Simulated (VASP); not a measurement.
Write the native input for VASP 6.6.1 that does the following.

```yaml
Task: relaxation of cell and atoms
Functional: PBE
Potentials_or_basis: VASP PAW PBE potentials, release 64 (Pt)
Cutoff: 600 eV
k_mesh: 17 × 17 × 17
Occupations: fermi-dirac, width 0.1 eV
Spin: no spin polarisation
Target_pressure: 41 GPa
Dipole_correction: no
Further_INCAR_settings: ALGO = Normal; EDIFF = 1e-07; IBRION = 2; EDIFFG = -0.005; NSW = 60; ISIF = 3
```

The structure of Pt lies in POSCAR:

```
Pt
1.0
    0.0000000000      1.9074232116      1.9074232116
    1.9074232116      0.0000000000      1.9074232116
    1.9074232116      1.9074232116      0.0000000000
Pt
1
Direct
    0.0000000000      0.0000000000      0.0000000000
```

One way to write it, as run:

INCAR

```
SYSTEM = Pt
PREC = Accurate ; ENCUT = 600
EDIFF = 1E-7 ; ISMEAR = -1
SIGMA = 0.1 ; LREAL = .False.
LASPH = .True. ; NELM = 100
ALGO = Normal ; ISIF = 3
LWAVE = .False. ; LCHARG = .False.
GGA = PE ; IBRION = 2
NSW = 60 ; EDIFFG = -0.005
PSTRESS = 410.0
```

KPOINTS

```
regular mesh
0
Gamma
  17 17 17
  0 0 0
```

Potentials or basis: VASP PAW PBE potentials, release 64 (Pt).

The run is started by

```sh
$ cat potpaw_PBE.64/Pt/POTCAR > POTCAR
$ mpirun -np 1 vasp_std > vasp.out
```

Results of the run:

```
Relaxed volume                                         : 13.87 Å³/atom
Relaxed cell                                           : a = 2.697 Å, b = 2.697 Å, c = 2.697 Å, α = 60.00°, β = 60.00°, γ = 60.00°
Space group after relaxing (to 0.05 Å)                 : Fm-3m (No. 225)
Energy change on relaxing (the enthalpy is what falls) : +1.1 meV/atom
Ionic steps                                            : 3
Pressure after relaxing                                : 41.0 GPa
Band gap on the k mesh                                 : zero (band 5 reaches 13.50 eV, above the bottom of band 6 at 10.96 eV)
```

Caveat: the cell is relaxed towards a set pressure, so the enthalpy falls and the energy may rise; spin-orbit coupling is left out, which moves the levels of the heavy elements.

Wall time 15 s on 1 thread of Intel(R) Xeon(R) 6975P-C (Granite Rapids), on a shared host, peak memory 0.16 GiB.
